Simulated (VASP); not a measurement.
# HfO2 (P1) in VASP: a series of runs, part 2 of 2

VASP 6.6.1. The steps go on from the part before.

## Step 3: Single point, LDA (atoms moved at random and the cell strained at random)

INCAR reads:

```
PREC = Accurate
ENCUT = 520
EDIFF = 1E-6
ISMEAR = 0
SIGMA = 0.05
LREAL = False
LASPH = True
NELM = 100
ALGO = Normal
ISIF = 2
LWAVE = False
LCHARG = True
GGA = CA
LELF = True
LVHAR = True
NBANDS = 31
```

KPOINTS reads:

```
regular mesh
0
Gamma
  6 6 8
```

POSCAR reads:

```
HfO2
1.0
    4.7651244708     -0.1229135681      0.1459573261
   -0.1229135681      4.6813231187     -0.1449877439
    0.0971955242     -0.0965498625      3.2943521892
Hf O
2 4
Direct
    0.0167589214      0.0204012210     -0.0040826820
    0.4793341604      0.4729576906      0.4787860332
    0.1965958708      0.8142449600      0.5127504999
    0.2994975956      0.3112103586      0.0253510510
    0.7082723504      0.6741684858      0.0192109375
    0.7995411014      0.2070172842      0.4679841604
```

Potentials or basis: VASP PAW LDA potentials, release 64 (Hf_pv, O).

Command:

```
$ cat potpaw_LDA.64/Hf_pv/POTCAR potpaw_LDA.64/O/POTCAR > POTCAR
$ mpirun -np 1 vasp_std > vasp.out
```

OUTCAR:

```text
PREC = Accurate
   ENCUT = 520
   EDIFF = 1E-6
   ISMEAR = 0
   LREAL = False
   LASPH = True
   NELM = 100
   ISIF = 2
   GGA = CA

 ion  position               nearest neighbor table
   1  0.017  0.020  0.996-   4 1.87   3 1.99   6 2.00   5 2.13   3 2.24   6 2.32   2 3.38   2 3.43
                             2 3.64   2 3.74   2 3.87
   2  0.479  0.473  0.479-   4 1.87   6 2.02   5 2.06   4 2.11   3 2.14   5 2.28   1 3.38   1 3.43
                             1 3.64   1 3.74   1 3.87
   3  0.197  0.814  0.513-   1 1.99   2 2.14   1 2.24
   4  0.299  0.311  0.025-   1 1.87   2 1.87   2 2.11
   5  0.708  0.674  0.019-   2 2.06   1 2.13   2 2.28
   6  0.800  0.207  0.468-   1 2.00   2 2.02   1 2.32

  LATTYP: Found a triclinic cell.
 ALAT       =     5.5623109979
 B/A-ratio  =     1.1696740875
 C/A-ratio  =     0.5927751253
 COS(alpha) =     0.0006657902
 COS(beta)  =     0.5414356543
 COS(gamma) =     0.5742904088

  Lattice vectors:

 A1 = (   0.0257180439,  -4.5847732562,  -3.1493644453)
 A2 = (  -4.6422109027,  -4.5584095506,  -0.0009695822)
 A3 = (  -0.0971955242,   0.0965498625,  -3.2943521892)

[... 178 lines left out ...]
  free energy    TOTEN  =       -64.48294920 eV

  energy without entropy =      -64.48294920  energy(sigma->0) =      -64.48294920

 E-fermi :   2.9929     XC(G=0): -11.5566

 val. band max:        2.7346485290   @ k =   0.0000   0.0000   0.0000
 cond. band min:       6.0232399268   @ k =   0.0000   0.0000   0.0000
 fundamental gap:      3.2885913978
 Fermi energy:         2.9928851776

 k-point     1 :       0.0000    0.0000    0.0000
  band No.  band energies     occupation
      1     -27.2424      2.00000
      2     -26.8898      2.00000
      3     -26.7308      2.00000
      4     -26.6306      2.00000
      5     -26.6244      2.00000
      6     -26.4848      2.00000
[... 805 lines left out ...]
     30      10.7283      0.00000
     31      12.0710      0.00000

 [... further k-points ...]
[... 5 lines left out ...]
  --------------------------------------------------------------------------------------
  -------------------------------------------------------------------------------------
  Total        2.9247497      2.8764913     -0.7650383      6.1044015      6.1879105     -2.0388869
  in kB       63.9216592     62.8669502    -16.7202390    133.4143115    135.2394358    -44.5607475
  external PRESSURE =      36.6894568 kB  Pullay stress =       0.0000000 kB

 VOLUME and BASIS-vectors are now :
 -----------------------------------------------------------------------------
  energy-cutoff  :      520.00
  volume of cell :       73.31
      direct lattice vectors                 reciprocal lattice vectors
     4.765124471 -0.122913568  0.145957326     0.210180781  0.005331322 -0.006044858
    -0.122913568  4.681323119 -0.144987744     0.005331322  0.213944127  0.006112915
     0.097195524 -0.096549862  3.294352189    -0.009077490  0.009179690  0.304086671

 POSITION                                       TOTAL-FORCE (eV/Angst)
 -----------------------------------------------------------------------------------
      0.17415     -0.00271      3.28039        -4.096852     -4.204610      0.017036
      2.27249      2.10892      1.57868         3.396025      3.545989      2.026736
      0.88656      3.73807      1.59982         0.525864      0.079216     -1.326550
      1.39136      1.41762      0.08211         0.506164      0.706568     -2.338924
      3.29401      3.06709      0.06892        -0.538564      0.334677     -0.048154
      3.82995      0.82566      1.62839         0.207363     -0.461840      1.669857
 -----------------------------------------------------------------------------------
    total drift:                                0.000094      0.000088     -0.000179

  FREE ENERGIE OF THE ION-ELECTRON SYSTEM (eV)
  ---------------------------------------------------
  free  energy   TOTEN  =       -64.4829492010 eV

  energy  without entropy=      -64.4829492010  energy(sigma->0) =      -64.48294920
```

It took 3.7 min on 1 thread of AMD EPYC 9R45 (Zen 5), shared host; peak memory 0.32 GiB.

What came out:

```
Free energy            : -64.4829 eV
Pressure               : 3.7 GPa
Largest force          : 5.871 eV/Å
Band gap on the k mesh : 3.29 eV
```

Forces in eV/Å, atoms in the order of the input:
```
Hf  -4.097 -4.205  0.017
Hf   3.396  3.546  2.027
O    0.526  0.079 -1.327
O    0.506  0.707 -2.339
O   -0.539  0.335 -0.048
O    0.207 -0.462  1.670
```

Caveat: the cell differs from its parent crystal (atoms moved at random and the cell strained at random); the cell stands under pressure; spin-orbit coupling is left out, which moves the levels of the heavy elements; forces of over 1 eV/Å act on the atoms, so gaps and moduli don't describe the material at rest.
